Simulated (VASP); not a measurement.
**Sn2SeS3: single point with PBE**

The system is Sn2SeS3.

```
Sn Se S
1.0
     4.11016    0.00000    0.00000
     0.00000    4.11016    0.00000
     0.00000    0.00000    9.06741
Sn Se S
2 1 3
Cartesian
  2.0551 0.0000 6.7026
  0.0000 2.0551 2.3648
  2.0551 2.0551 0.0000
  2.0551 0.0000 3.4798
  0.0000 2.0551 5.5876
  0.0000 0.0000 0.0000
```

The cell was generated, and may not be a known phase.

```json
{"Program": "VASP 6.6.1", "Task": "single point", "Functional": "PBE", "Potentials or basis": "VASP PAW PBE potentials, release 64 (Sn_d, Se, S)", "Cutoff": "520 eV", "k mesh": "4 × 4 × 2", "Occupations": "gaussian, width 0.1 eV", "Spin": "no spin polarisation"}
```

| Quantity | Value |
| --- | --- |
| Pressure | -7.5 GPa |
| Largest force | 1.393 eV/Å |
| Band gap on the k mesh | zero (bands 26 and 27 overlap by 0.53 eV) |

Forces on the atoms (eV/Å):
```
Sn   0.000  0.000 -1.393
Sn   0.000  0.000  1.393
Se   0.000  0.000  0.000
S    0.000  0.000 -0.595
S    0.000  0.000  0.595
S    0.000  0.000  0.000
```

Stress tensor (GPa, compression positive):
```
-9.62  0.00  0.00
 0.00 -9.62  0.00
 0.00  0.00 -3.21
```

Levels at points of the mesh, in eV from the Fermi level:
| k point | band 23 | band 24 | band 25 | band 26 | band 27 | band 28 | band 29 | band 30 |
| --- | --- | --- | --- | --- | --- | --- | --- | --- |
| (0.00, 0.00, 0.00) | -0.77 | -0.77 | -0.70 | 0.44 | 1.34 | 1.34 | 3.29 | 3.39 |
| (0.50, 0.00, 0.00) | -1.15 | -0.99 | -0.57 | -0.56 | 0.36 | 0.40 | 2.81 | 2.87 |
| (0.50, 0.50, 0.00) | -1.03 | -0.88 | -0.76 | -0.76 | 2.31 | 2.31 | 2.54 | 2.54 |
| (0.00, 0.00, 0.50) | -0.67 | -0.61 | -0.61 | 0.29 | 1.33 | 1.33 | 2.35 | 2.90 |
| (0.50, 0.00, 0.50) | -0.59 | -0.58 | -0.48 | -0.35 | 0.01 | 0.09 | 2.62 | 2.67 |
| (0.50, 0.50, 0.50) | -1.87 | -1.77 | -1.22 | -1.22 | 2.41 | 2.41 | 3.24 | 3.24 |

It took 42 s on 1 thread of Intel(R) Xeon(R) Platinum 8488C (Sapphire Rapids), with other jobs on the host, peak memory 0.28 GiB.

Caveat: the k points lie up to 0.38 Å⁻¹ apart, too coarse for converged energies and pressures of a metal; semilocal functionals underestimate gaps, and a narrow one can read as zero; spin-orbit coupling is left out, which moves the levels of the heavy elements; forces of over 1 eV/Å act on the atoms, so gaps and moduli don't describe the material at rest.
